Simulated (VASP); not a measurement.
Set up this calculation in VASP 6.6.1, as the native input.

```yaml
Task: single point
Functional: PBE
Potentials_or_basis: VASP PAW PBE potentials, release 64 (Pb_d, O)
Cutoff: 520 eV
k_mesh: 13 × 13 × 13
Occupations: fermi-dirac, width 0.0612256 eV
Spin: no spin polarisation
Dipole_correction: no
Further_INCAR_settings: ALGO = Normal; EDIFF = 1e-07; NBANDS = 24
```

The structure of PbO3 (ReO3 type) lies in POSCAR:

```
PbO3
1.0
    4.2085242832      0.0000000000      0.0000000000
    0.0000000000      4.2085242832      0.0000000000
    0.0000000000      0.0000000000      4.2085242832
Pb O
1 3
Direct
    0.0000000000      0.0000000000      0.0000000000
    0.5000000000      0.0000000000      0.0000000000
    0.0000000000      0.5000000000      0.0000000000
    0.0000000000      0.0000000000      0.5000000000
```

The input as run:

INCAR

```
PREC = Accurate
ENCUT = 520
EDIFF = 1E-7
ISMEAR = -1
SIGMA = 0.06122561905347299
LREAL = F
LASPH = T
NELM = 80
ALGO = Normal
ISIF = 2
LWAVE = F
LCHARG = F
GGA = PE
NBANDS = 24
```

KPOINTS

```
Automatic mesh
0
Gamma
  13 13 13
```

Potentials or basis: VASP PAW PBE potentials, release 64 (Pb_d, O).

Launch:

```sh
$ cat potpaw_PBE.64/Pb_d/POTCAR potpaw_PBE.64/O/POTCAR > POTCAR
$ mpirun -np 1 vasp_std > vasp.out
```

Results of the run:

The pressure is 4.3 GPa. The band gap on the k mesh is zero (bands 16 and 17 overlap by 0.75 eV).

Caveat: the cell stands under pressure; semilocal functionals underestimate gaps, and a narrow one can read as zero; spin-orbit coupling is left out, which moves the levels of the heavy elements.

Run time: 2.9 min on 1 thread of Intel Xeon 8259CL, with other jobs on the host, peak memory 0.26 GiB.
